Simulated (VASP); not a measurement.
A run of VASP 6.6.1 is set up as follows.

INCAR

```
ALGO = Fast ; EDIFF = 1E-7
ENCUT = 520 ; GGA = PE
ISIF = 2 ; ISMEAR = 0
IVDW = 12 ; LASPH = T
LCHARG = F ; LREAL = F
LWAVE = F ; NBANDS = 8
NELM = 80 ; PREC = Accurate
SIGMA = 0.15
```

The input KPOINTS:

```
k-points
0
Gamma
  26 26 26
```

POSCAR

```
Al
1.0
    0.0000000000      1.9913628292      1.8420106170
    1.9913628292      0.0000000000      1.8420106170
    1.9913628292      1.9913628292      0.0000000000
Al
1
Direct
    0.0000000000      0.0000000000      0.0000000000
```

Potentials or basis: VASP PAW PBE potentials, release 64 (Al).

Run with:

```console
$ cat potpaw_PBE.64/Al/POTCAR > POTCAR
$ mpirun -np 1 vasp_std > vasp.out
```

(1) Predict the dispersion energy per atom.

(2) Predict the pressure.

## Answers

(1) -0.382 eV.

(2) 8.5 GPa.

Caveat: the cell differs from its parent crystal (strain -0.0750 x Voigt [0, 0, 1, 0, 0, 0]); pairwise dispersion overbinds metals, which lowers pressure and volume.
